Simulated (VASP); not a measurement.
# KI in VASP: a series of runs, part 2 of 2

VASP 6.6.1. The steps go on from the part before.

## 4. Single point, HSE06 (uniaxial z strain -2.5%)

POSCAR

```
KI
1.0
    4.2910852517      0.0000000000      0.0000000000
    0.0000000000      4.2910852517      0.0000000000
    0.0000000000      0.0000000000      4.1842372290
K I
1 1
Direct
    0.0000000000      0.0000000000      0.0000000000
    0.5000000000      0.5000000000      0.5000000000
```

INCAR.step1

```
SYSTEM = KI
PREC     = Accurate       ! precision mode
ENCUT    = 520            ! plane-wave cutoff, eV
EDIFF    = 1E-5           ! SCF threshold, eV
ISMEAR   = 0              ! smearing method
SIGMA    = 0.01           ! smearing width, eV
LREAL    = .FALSE.        ! projectors in reciprocal space
LASPH    = .TRUE.         ! aspherical terms in the spheres
NELM     = 100            ! most SCF steps
ALGO     = Normal         ! electronic algorithm
ISIF     = 2              ! what is computed and relaxed
LWAVE    = .TRUE.         ! write WAVECAR
LCHARG   = .FALSE.        ! write CHGCAR
GGA      = PE             ! functional
NBANDS   = 15             ! bands
```

INCAR.step2

```
SYSTEM = KI
PREC     = Accurate       ! precision mode
ENCUT    = 520            ! plane-wave cutoff, eV
EDIFF    = 1E-6           ! SCF threshold, eV
ISMEAR   = 0              ! smearing method
SIGMA    = 0.01           ! smearing width, eV
LREAL    = .FALSE.        ! projectors in reciprocal space
LASPH    = .TRUE.         ! aspherical terms in the spheres
NELM     = 100            ! most SCF steps
ALGO     = Normal         ! electronic algorithm
ISIF     = 2              ! what is computed and relaxed
LWAVE    = .FALSE.        ! write WAVECAR
LCHARG   = .FALSE.        ! write CHGCAR
GGA      = PE             ! functional
LHFCALC  = .TRUE.         ! exact exchange
HFSCREEN = 0.2079         ! screening, 1/A
PRECFOCK = Normal       
ISTART   = 1            
NBANDS   = 15             ! bands
```

KPOINTS

```
regular mesh
0
G
  4 4 4
  0 0 0
```

Potentials or basis: VASP PAW PBE potentials, release 64 (K_sv, I).

Run with:

```sh
$ cat potpaw_PBE.64/K_sv/POTCAR potpaw_PBE.64/I/POTCAR > POTCAR
$ cp INCAR.step1 INCAR
$ mpirun -np 1 vasp_std > vasp.out
$ cp INCAR.step2 INCAR
$ mpirun -np 1 vasp_std > vasp.out
```

OUTCAR:

```text
SYSTEM = KI
   PREC = Accurate
   ENCUT = 520
   EDIFF = 1E-6
   ISMEAR = 0
   LREAL = .FALSE.
   LASPH = .TRUE.
   NELM = 100
   ISIF = 2
   GGA = PE
   LHFCALC = .TRUE.
   HFSCREEN = 0.2079
   PRECFOCK = Normal
   ISTART = 1

 ion  position               nearest neighbor table
   1  0.000  0.000  0.000-   2 3.69   2 3.69   2 3.69   2 3.69   2 3.69   2 3.69   2 3.69   2 3.69

   2  0.500  0.500  0.500-   1 3.69   1 3.69   1 3.69   1 3.69   1 3.69   1 3.69   1 3.69   1 3.69

  LATTYP: Found a simple tetragonal cell.
[... 517 lines left out ...]

  FORCE on cell =-STRESS in cart. coord.  units (eV):
  Direction    XX          YY          ZZ          XY          YZ          ZX
  --------------------------------------------------------------------------------------
  -------------------------------------------------------------------------------------
  Total        0.1974657      0.1974657      0.6051876      0.0000000      0.0000000     -0.0000000
  in kB        4.1063084      4.1063084     12.5849081      0.0000000      0.0000000     -0.0000000
  external PRESSURE =       6.9325083 kB  Pullay stress =       0.0000000 kB

 VOLUME and BASIS-vectors are now :
 -----------------------------------------------------------------------------
  energy-cutoff  :      520.00
  volume of cell :       77.05
      direct lattice vectors                 reciprocal lattice vectors
     4.291085252  0.000000000  0.000000000     0.233041280  0.000000000  0.000000000
     0.000000000  4.291085252  0.000000000     0.000000000  0.233041280  0.000000000
     0.000000000  0.000000000  4.184237229     0.000000000  0.000000000  0.238992185

 POSITION                                       TOTAL-FORCE (eV/Angst)
 -----------------------------------------------------------------------------------
      0.00000      0.00000      0.00000         0.000000      0.000000      0.000000
      2.14554      2.14554      2.09212         0.000000      0.000000      0.000000
 -----------------------------------------------------------------------------------
    total drift:                                0.000000      0.000001      0.000000

  FREE ENERGIE OF THE ION-ELECTRON SYSTEM (eV)
  ---------------------------------------------------
  free  energy   TOTEN  =        -6.2464151228 eV

  energy  without entropy=       -6.2464151228  energy(sigma->0) =       -6.24641512
```

OUTCAR.step1:

```text
SYSTEM = KI
   PREC = Accurate
   ENCUT = 520
   EDIFF = 1E-5
   ISMEAR = 0
   LREAL = .FALSE.
   LASPH = .TRUE.
[... 539 lines left out ...]
      0.00000      0.00000      0.00000         0.000000      0.000000      0.000000
      2.14554      2.14554      2.09212         0.000000      0.000000      0.000000
 -----------------------------------------------------------------------------------
    total drift:                                0.000000     -0.000000     -0.000000

  FREE ENERGIE OF THE ION-ELECTRON SYSTEM (eV)
  ---------------------------------------------------
  free  energy   TOTEN  =        -5.3994785529 eV

  energy  without entropy=       -5.3994785529  energy(sigma->0) =       -5.39947855
```

OSZICAR.step1:

```text
N       E                     dE             d eps       ncg     rms          rms(c)
DAV:   1     0.887569503097E+02    0.88757E+02   -0.65966E+03   540   0.922E+02
DAV:   2    -0.496212060982E+00   -0.89253E+02   -0.84572E+02   701   0.222E+02
DAV:   3    -0.534009636610E+01   -0.48439E+01   -0.48294E+01   805   0.439E+01
DAV:   4    -0.550483750210E+01   -0.16474E+00   -0.16472E+00   831   0.713E+00
DAV:   5    -0.550650562244E+01   -0.16681E-02   -0.16681E-02   789   0.711E-01    0.280E+00
DAV:   6    -0.541607408090E+01    0.90432E-01   -0.64950E-02   687   0.175E+00    0.201E+00
DAV:   7    -0.539686019198E+01    0.19214E-01   -0.90816E-02   687   0.178E+00    0.750E-01
DAV:   8    -0.539928641745E+01   -0.24262E-02   -0.13691E-02   691   0.771E-01    0.158E-01
DAV:   9    -0.539940313244E+01   -0.11671E-03   -0.47401E-04   715   0.145E-01    0.702E-02
DAV:  10    -0.539946614822E+01   -0.63016E-04   -0.91086E-05   727   0.632E-02    0.133E-02
DAV:  11    -0.539947915069E+01   -0.13002E-04   -0.20984E-05   615   0.297E-02    0.177E-02
DAV:  12    -0.539947855291E+01    0.59778E-06   -0.78972E-07   543   0.699E-03
   1 F= -.53994786E+01 E0= -.53994786E+01  d E =-.122967-101
```

It took 4.2 min on 1 thread of Intel Xeon 6975P-C (Granite Rapids), shared host; peak memory 0.3 GiB.

What came out:

```yaml
Free_energy: -6.2464 eV
Pressure: 0.7 GPa
Band_gap_on_the_k_mesh: 4.26 eV (least direct gap 4.64 eV)
```

Levels at points of the mesh, in eV from the valence-band top:
```csv
k point,band 4,band 5,band 6,band 7,band 8,band 9,band 10,band 11,band 12,band 13
"(0.00, 0.00, 0.00)",-13.96,-12.28,-0.57,-0.57,-0.38,4.26,5.57,5.71,9.61,9.81
"(0.50, 0.00, 0.00)",-13.95,-11.92,-2.64,-0.49,-0.29,6.45,7.25,7.96,8.24,9.66
"(0.50, 0.50, 0.00)",-13.94,-11.89,-2.03,-2.03,0.00,4.72,6.84,8.07,8.07,10.29
"(0.00, 0.00, 0.50)",-13.94,-11.88,-2.66,-0.45,-0.45,6.43,7.29,7.93,8.30,9.67
"(0.50, 0.00, 0.50)",-13.94,-11.85,-2.07,-1.97,-0.14,4.78,6.65,7.81,7.85,10.17
"(0.50, 0.50, 0.50)",-14.02,-11.65,-2.02,-1.93,-1.93,6.49,6.49,6.55,10.26,10.26
```

Caveat: the cell differs from its parent crystal (uniaxial z strain -2.5%); the PAW data sets were made with another functional, which shifts forces and pressure a little; spin-orbit coupling is left out, which moves the levels of the heavy elements.

## 5. The runs side by side

| cell | gap on the mesh (eV) | pressure (GPa) |
| --- | --- | --- |
| a = 4.291 Å, 2 atoms | 4.30 | 0.3 |
| a = 4.371 Å, 2 atoms | 4.16 | -0.4 |
| a = 4.291, b = 4.291, c = 4.184 Å, 2 atoms | 4.26 | 0.7 |

Alike in all rows: task single point; level HSE06; potentials or basis VASP PAW PBE potentials, release 64 (K_sv, I); no spin polarisation; k mesh 4 × 4 × 4; cutoff (eV) 520; smearing gaussian 0.01 eV.

Caveats: the PAW data sets were made with another functional, which shifts forces and pressure a little; spin-orbit coupling is left out, which moves the levels of the heavy elements.

Absolute energies hang on the potentials; compare differences alone.
